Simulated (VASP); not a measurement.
# WSe2 (P6_3/mmc) in VASP: a series of runs

WSe2 is run at these levels: PBE; tasks: single point.

All numbers are computed with VASP 6.6.1; they aren't measurements. Logs are shortened: lines on timing, memory, paths and dates and some standing lists are left out, and cuts for length are marked.

## Step 1: The cell of the first run

It takes space group P6_3/mmc (No. 194, hexagonal). The conventional cell has a = 3.366 Å, b = 3.366 Å, c = 13.412 Å, α = 90.00°, β = 90.00°, γ = 120.00°. W (site symmetry -6m2) has 6 Se at 2.55 Å and 6 W at 3.37 Å within 3.4 Å. Se (site symmetry 3m) has 3 W at 2.55 Å and 7 Se at 3.29 to 3.37 Å within 3.4 Å.

## Step 2: Single point, PBE (strain +2.0%)

Input file INCAR:

```
SYSTEM = WSe2
  PREC = Accurate
  ENCUT = 520
  EDIFF = 1E-6
  ISMEAR = -1
  SIGMA = 0.02
  LREAL = .FALSE.
  LASPH = .TRUE.
  NELM = 100
  ALGO = Normal
  ISIF = 2
  LWAVE = .FALSE.
  LCHARG = .FALSE.
  GGA = PE
  NBANDS = 35
```

Input file KPOINTS:

```
Automatic mesh
0
G
  12 12 2
  0 0 0
```

Input file POSCAR:

```
WSe2
1.0
    3.3656607951      0.0000000000      0.0000000000
   -1.6828303975      2.9147477491      0.0000000000
    0.0000000000      0.0000000000     13.4116749259
W Se
2 4
Direct
    0.3333333333      0.6666666667      0.2500000000
    0.6666666667      0.3333333333      0.7500000000
    0.6666666667      0.3333333333      0.3726634807
    0.6666666667      0.3333333333      0.1273365193
    0.3333333333      0.6666666667      0.8726634807
    0.3333333333      0.6666666667      0.6273365193
```

Potentials or basis: VASP PAW PBE potentials, release 64 (W_sv, Se).

Started as:

```console
$ cat potpaw_PBE.64/W_sv/POTCAR potpaw_PBE.64/Se/POTCAR > POTCAR
$ mpirun -np 1 vasp_std > vasp.out
```

OUTCAR:

```text
SYSTEM = WSe2
   PREC = Accurate
   ENCUT = 520
   EDIFF = 1E-6
   ISMEAR = -1
   LREAL = .FALSE.
   LASPH = .TRUE.
   NELM = 100
   ISIF = 2
   GGA = PE

 ion  position               nearest neighbor table
   1  0.333  0.667  0.250-   3 2.55   4 2.55   3 2.55   4 2.55   3 2.55   4 2.55
   2  0.667  0.333  0.750-   5 2.55   6 2.55   5 2.55   6 2.55   5 2.55   6 2.55
   3  0.667  0.333  0.373-   1 2.55   1 2.55   1 2.55
   4  0.667  0.333  0.127-   1 2.55   1 2.55   1 2.55
   5  0.333  0.667  0.873-   2 2.55   2 2.55   2 2.55
   6  0.333  0.667  0.627-   2 2.55   2 2.55   2 2.55

  LATTYP: Found a hexagonal cell.
 ALAT       =     3.3656607951
 C/A-ratio  =     3.9848563900

  Lattice vectors:

 A1 = (   3.3656607951,   0.0000000000,   0.0000000000)
 A2 = (  -1.6828303975,   2.9147477491,   0.0000000000)
 A3 = (   0.0000000000,   0.0000000000,  13.4116749259)

Analysis of symmetry for initial positions (statically):
=====================================================================
 Subroutine PRICEL returns:
 Original cell was already a primitive cell.

 Routine SETGRP: Setting up the symmetry group for a
 hexagonal supercell.

 Subroutine GETGRP returns: Found 24 space group operations
 (whereof 12 operations were pure point group operations)
 out of a pool of 24 trial point group operations.

The static configuration has the point symmetry D_3d.
 The point group associated with its full space group is D_6h.

Analysis of symmetry for dynamics (positions and initial velocities):
=====================================================================
 Subroutine PRICEL returns:
 Original cell was already a primitive cell.

 Routine SETGRP: Setting up the symmetry group for a
 hexagonal supercell.

 Subroutine GETGRP returns: Found 24 space group operations
 (whereof 12 operations were pure point group operations)
 out of a pool of 24 trial point group operations.

The dynamic configuration has the point symmetry D_3d.
 The point group associated with its full space group is D_6h.

 Subroutine INISYM returns: Found 24 space group operations
 (whereof 12 operations are pure point group operations),
 and found     1 'primitive' translations

----------------------------------------------------------------------------------------

                                     Primitive cell

  volume of cell :     131.5692

  direct lattice vectors                    reciprocal lattice vectors
     3.365660795  0.000000000  0.000000000     0.297118474  0.171541431  0.000000000
    -1.682830398  2.914747749  0.000000000     0.000000000  0.343082862  0.000000000
     0.000000000  0.000000000 13.411674926     0.000000000  0.000000000  0.074561903

  length of vectors
     3.365660795  3.365660795 13.411674926     0.343082862  0.343082862  0.074561903

  position of ions in fractional coordinates (direct lattice)
     0.333333333  0.666666667  0.250000000
     0.666666667  0.333333333  0.750000000
     0.666666667  0.333333333  0.372663481
     0.666666667  0.333333333  0.127336519
     0.333333333  0.666666667  0.872663481
     0.333333333  0.666666667  0.627336519

  ion indices of the primitive-cell ions
   primitive index   ion index
                 1           1
                 2           2
                 3           3
                 4           4
                 5           5
                 6           6

----------------------------------------------------------------------------------------

 KPOINTS: Automatic mesh

Automatic generation of k-mesh.
 Grid dimensions read from file:
 generate k-points for:   12   12    2

 Generating k-lattice:

  Cartesian coordinates                     Fractional coordinates (reciprocal lattice)
     0.024759873  0.014295119  0.000000000     0.083333333  0.000000000  0.000000000
     0.000000000  0.028590239  0.000000000     0.000000000  0.083333333  0.000000000
     0.000000000  0.000000000  0.037280951     0.000000000  0.000000000  0.500000000

  Length of vectors
     0.028590239  0.028590239  0.037280951

  Shift w.r.t. Gamma in fractional coordinates (k-lattice)
     0.000000000  0.000000000  0.000000000

 Subroutine IBZKPT returns following result:
 ===========================================

 Found     38 irreducible k-points:

 Following reciprocal coordinates:
            Coordinates               Weight
  0.000000  0.000000  0.000000      1.000000
  0.083333 -0.000000  0.000000      6.000000
  0.166667 -0.000000  0.000000      6.000000
  0.250000 -0.000000  0.000000      6.000000
  0.333333  0.000000  0.000000      6.000000
  0.416667 -0.000000  0.000000      6.000000
[... 16 lines left out ...]
  0.250000 -0.000000  0.500000      6.000000
  0.333333  0.000000  0.500000      6.000000
 [... further k-points ...]
   k-points           NKPTS =     38   k-points in BZ     NKDIM =     38   number of bands    NBANDS=     35
   number of dos      NEDOS =    301   number of ions     NIONS =      6
   total plane-waves  NPLWV =  78400
   dimension x,y,z NGX =    28 NGY =   28 NGZ =  100
   dimension x,y,z NGXF=    56 NGYF=   56 NGZF=  200
   ions per type =               2   4
   NGX,Y,Z   is equivalent  to a cutoff of  13.83, 13.83, 12.40 a.u.
   NGXF,Y,Z  is equivalent  to a cutoff of  27.66, 27.66, 24.79 a.u.
 SYSTEM =  WSe2
   PREC   = accura    normal or accurate (medium, high low for compatibility)
   ISTART =      0    job   : 0-new  1-cont  2-samecut
   ICHARG =      2    charge: 1-file 2-atom 10-const
   ISPIN  =      1    spin polarized calculation?
   LNONCOLLINEAR =      F non collinear calculations
   LSORBIT =      F    spin-orbit coupling
   LASPH  =      T    aspherical Exc in radial PAW
   ENCUT  =  520.0 eV  38.22 Ry    6.18 a.u.   6.26  6.26 24.94*2*pi/ulx,y,z
   NELM   =    100;   NELMIN=  2; NELMDL= -5     # of ELM steps
   EDIFF  = 0.1E-05   stopping-criterion for ELM
   LREAL  =      F    real-space projection
   EDIFFG = 0.1E-04   stopping-criterion for IOM
   NSW    =      0    number of steps for IOM
   IBRION =     -1    ionic relax: 0-MD 1-quasi-New 2-CG
   NFREE  =      0    steps in history (QN), initial steepest desc. (CG)
   ISIF   =      2    stress and relaxation
   ISYM   =      2    0-nonsym 1-usesym 2-fastsym
   POTIM  = 0.5000    time-step for ionic-motion
   TEBEG  =    0.0;   TEEND  =   0.0 temperature during run
   PSTRESS=    0.0 pullay stress
   NELECT =      52.0000    total number of electrons
   NUPDOWN=      -1.0000    fix difference up-down
   EMIN   =  10.00;   EMAX   =-10.00  energy-range for DOS
   EFERMI =   0.00;   METHOD = LEGACY
   ISMEAR =    -1;   SIGMA  =   0.02  broadening in eV -4-tet -1-fermi 0-gaus
   EFERMI_NEDOS =   21; number of points for ismear=-14 and -15
   IALGO  =     38    algorithm
   IMIX   =      4    mixing-type and parameters
     AMIX     =   0.40;   BMIX     =  1.00
     AMIX_MAG =   1.60;   BMIX_MAG =  1.00
  volume/ion in A,a.u.               =      21.93       147.98
  Fermi-wavevector in a.u.,A,eV,Ry     =   1.201410  2.270335 19.638452  1.443385
  Thomas-Fermi vector in A             =   2.337219
   LORBIT       =      0    0 simple, 1 ext, 2 COOP (PROOUT), +10 PAW based schemes
   GGA     = PE    functional components
   LHFCALC =     F    Hartree Fock is set to
   AEXX    =    0.0000 exact exchange contribution
   IVDW    =     0    specifies the selected vdW correction
   LEPSILON=     F    determine dielectric tensor
   LRPA    =     F    only Hartree local field effects (RPA)
 non-spin polarized calculation
  energy-cutoff  :      520.00
  volume of cell :      131.57
 maximum number of plane-waves:      3578
 NGX is ok and might be reduce to    28
   NGX = 13   NGY = 13   NGZ = 49

 number of electron      52.0000001 magnetization

 Free energy of the ion-electron system (eV)
  ---------------------------------------------------
  ext. energy  EPLUGINS =         0.00000000
  ---------------------------------------------------
  free energy    TOTEN  =       -43.18388164 eV

  energy without entropy =      -43.18388164  energy(sigma->0) =      -43.18388164

 E-fermi :   5.9013     XC(G=0): -10.2722

 val. band max:        5.4717474752   @ k =   0.0000   0.0000   0.0000
 cond. band min:       6.4485591310   @ k =   0.3333   0.3333   0.0000
 fundamental gap:      0.9768116558
 Fermi energy:         5.9013231323

 k-point     1 :       0.0000    0.0000    0.0000
  band No.  band energies     occupation
      1     -68.9859      2.00000
      2     -68.9859      2.00000
      3     -33.1817      2.00000
      4     -33.1817      2.00000
      5     -33.1256      2.00000
      6     -33.1256      2.00000
[... 27 lines left out ...]
     34       8.2072      0.00000
     35       9.4665      0.00000

 k-point     2 :       0.0833   -0.0000    0.0000
  band No.  band energies     occupation
      1     -68.9854      2.00000
      2     -68.9854      2.00000
      3     -33.1794      2.00000
      4     -33.1794      2.00000
      5     -33.1380      2.00000
      6     -33.1380      2.00000
[... 27 lines left out ...]
     34       8.1196      0.00000
     35      10.0740      0.00000

 k-point     3 :       0.1667   -0.0000    0.0000
  band No.  band energies     occupation
      1     -68.9840      2.00000
      2     -68.9840      2.00000
      3     -33.1730      2.00000
      4     -33.1730      2.00000
      5     -33.1716      2.00000
      6     -33.1716      2.00000
[... 27 lines left out ...]
     34       8.5607      0.00000
     35      11.0345      0.00000
[... 723 lines left out ...]
 k-point    23 :       0.2500   -0.0000    0.5000
  band No.  band energies     occupation
      1     -68.9822      2.00000
      2     -68.9822      2.00000
      3     -33.2172      2.00000
      4     -33.2172      2.00000
      5     -33.1642      2.00000
      6     -33.1642      2.00000
[... 27 lines left out ...]
     34       8.9340      0.00000
     35      11.6471      0.00000

 k-point    24 :       0.3333    0.0000    0.5000
  band No.  band energies     occupation
      1     -68.9804      2.00000
      2     -68.9804      2.00000
      3     -33.2624      2.00000
      4     -33.2624      2.00000
      5     -33.1581      2.00000
      6     -33.1581      2.00000
[... 27 lines left out ...]
     34       9.2427      0.00000
     35      10.9466      0.00000

 [... further k-points ...]
[... 5 lines left out ...]
  --------------------------------------------------------------------------------------
  -------------------------------------------------------------------------------------
  Total       -1.2046175     -1.2046175      2.7669750     -0.0000000      0.0000000      0.0000000
  in kB      -14.6691651    -14.6691651     33.6946913     -0.0000000      0.0000000      0.0000000
  external PRESSURE =       1.4521204 kB  Pullay stress =       0.0000000 kB

 VOLUME and BASIS-vectors are now :
 -----------------------------------------------------------------------------
  energy-cutoff  :      520.00
  volume of cell :      131.57
      direct lattice vectors                 reciprocal lattice vectors
     3.365660795  0.000000000  0.000000000     0.297118474  0.171541431  0.000000000
    -1.682830398  2.914747749  0.000000000     0.000000000  0.343082862  0.000000000
     0.000000000  0.000000000 13.411674926     0.000000000  0.000000000  0.074561903

 POSITION                                       TOTAL-FORCE (eV/Angst)
 -----------------------------------------------------------------------------------
     -0.00000      1.94317      3.35292         0.000000     -0.000000      0.000000
      1.68283      0.97158     10.05876        -0.000000      0.000000      0.000000
      1.68283      0.97158      4.99804         0.000000     -0.000000      0.290973
      1.68283      0.97158      1.70780        -0.000000     -0.000000     -0.290973
     -0.00000      1.94317     11.70388         0.000000      0.000000      0.290973
     -0.00000      1.94317      8.41363        -0.000000      0.000000     -0.290973
 -----------------------------------------------------------------------------------
    total drift:                                0.000000     -0.000000      0.000000

  FREE ENERGIE OF THE ION-ELECTRON SYSTEM (eV)
  ---------------------------------------------------
  free  energy   TOTEN  =       -43.1838816384 eV

  energy  without entropy=      -43.1838816384  energy(sigma->0) =      -43.18388164
```

Run time: 1.9 min. Hardware: 1 thread of Intel Xeon 6975P-C, shared host; peak memory 0.34 GiB.

Results:

| Property | Result |
| --- | --- |
| Free energy | -43.1839 eV |
| Pressure | 0.1 GPa |
| Largest force | 0.291 eV/Å |
| Band gap on the k mesh | 0.98 eV, indirect (least direct gap 1.29 eV) |

Forces on the atoms (eV/Å):
```
W    0.000  0.000  0.000
W    0.000  0.000  0.000
Se   0.000  0.000  0.291
Se   0.000  0.000 -0.291
Se   0.000  0.000  0.291
Se   0.000  0.000 -0.291
```

Stress tensor (GPa, compression positive):
```
-1.47  0.00  0.00
 0.00 -1.47  0.00
 0.00  0.00  3.37
```

Caveat: the cell differs from its parent crystal (strain +2.0%); spin-orbit coupling is left out, which moves the levels of the heavy elements; this functional lacks dispersion, which binds the layers, so the pressure and a relaxed spacing across them are unreliable. A k mesh can miss the band edges.

## Step 3: Single point, PBE (strain +3.0%)

Input file INCAR:

```
PREC = Accurate
ENCUT = 520
EDIFF = 1E-6
ISMEAR = -1
SIGMA = 0.02
LREAL = False
LASPH = True
NELM = 100
ALGO = Normal
ISIF = 2
LWAVE = False
LCHARG = False
GGA = PE
NBANDS = 35
```

Input file KPOINTS:

```
Automatic mesh
0
Gamma
  12 12 2
```

Input file POSCAR:

```
WSe2
1.0
    3.3986574696      0.0000000000      0.0000000000
   -1.6993287348      2.9433237074      0.0000000000
    0.0000000000      0.0000000000     13.5431619350
W Se
2 4
Direct
    0.3333333333      0.6666666667      0.2500000000
    0.6666666667      0.3333333333      0.7500000000
    0.6666666667      0.3333333333      0.3707159077
    0.6666666667      0.3333333333      0.1292840923
    0.3333333333      0.6666666667      0.8707159077
    0.3333333333      0.6666666667      0.6292840923
```

Potentials or basis: VASP PAW PBE potentials, release 64 (W_sv, Se).

Started as:

```console
$ cat potpaw_PBE.64/W_sv/POTCAR potpaw_PBE.64/Se/POTCAR > POTCAR
$ mpirun -np 1 vasp_std > vasp.out
```

It took 2.7 min on 1 thread of Intel Xeon 6975P-C, shared host; peak memory 0.37 GiB.

It converged, with:

```
Free energy            : -43.1402 eV
Pressure               : -1.3 GPa
Largest force          : 0.277 eV/Å
Band gap on the k mesh : 0.83 eV, indirect (least direct gap 1.20 eV)
```

Forces in eV/Å, atoms in the order of the input:
```
W    0.000  0.000  0.000
W    0.000  0.000  0.000
Se   0.000  0.000  0.277
Se   0.000  0.000 -0.277
Se   0.000  0.000  0.277
Se   0.000  0.000 -0.277
```

Stress tensor (GPa, compression positive):
```
-3.39  0.00  0.00
 0.00 -3.39  0.00
 0.00  0.00  2.87
```

Levels at points of the mesh, in eV from the valence-band top:
| k point | band 24 | band 25 | band 26 | band 27 | band 28 | band 29 |
| --- | --- | --- | --- | --- | --- | --- |
| (0.00, 0.00, 0.00) | -1.22 | -0.73 | 0.00 | 2.33 | 2.33 | 2.35 |
| (0.50, 0.00, 0.00) | -1.53 | -1.35 | -1.24 | 1.66 | 1.69 | 2.02 |
| (0.00, 0.00, 0.50) | -1.85 | -0.18 | -0.18 | 2.33 | 2.33 | 2.33 |
| (0.50, 0.00, 0.50) | -1.59 | -1.29 | -1.29 | 1.67 | 1.67 | 2.07 |

Caveat: the cell differs from its parent crystal (strain +3.0%); spin-orbit coupling is left out, which moves the levels of the heavy elements; this functional lacks dispersion, which binds the layers, so the pressure and a relaxed spacing across them are unreliable. A k mesh can miss the band edges.
